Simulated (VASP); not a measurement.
A run of VASP 6.6.1:

The input INCAR:

```
SYSTEM = TiSi2
PREC = Accurate ; ENCUT = 520
EDIFF = 1E-7 ; ISMEAR = 0
SIGMA = 0.15 ; LREAL = .FALSE.
LASPH = .TRUE. ; NELM = 80
ALGO = Normal ; ISIF = 2
LWAVE = .FALSE. ; LCHARG = .TRUE.
GGA = PS ; LELF = .TRUE.
LVHAR = .TRUE. ; NBANDS = 17
```

The input KPOINTS:

```
Automatic mesh
0
G
  22 22 22
  0 0 0
```

POSCAR

```
TiSi2
1.0
   -1.5403886156      1.7790520166      4.1674685307
    1.5403886156     -1.7790520166      4.1674685307
    1.5403886156      1.7790520166     -4.1674685307
Ti Si
1 2
Direct
    0.0000000000      0.0000000000      0.0000000000
    0.3303789149      0.3303789149      0.0000000000
    0.6696210851      0.6696210851      0.0000000000
```

Potentials or basis: VASP PAW PBE potentials, release 64 (Ti_sv, Si).

Command:

```console
$ cat potpaw_PBE.64/Ti_sv/POTCAR potpaw_PBE.64/Si/POTCAR > POTCAR
$ mpirun -np 1 vasp_std > vasp.out
```

Hardware: 1 thread of Intel(R) Xeon(R) 6975P-C (Granite Rapids), with other jobs on the host.

Q: How long does it take, and how much memory?

A: It took 10 min on 1 thread of Intel(R) Xeon(R) 6975P-C (Granite Rapids), on a shared host, peak memory 1.1 GiB. Counts: scf iterations 15, k points 1530.
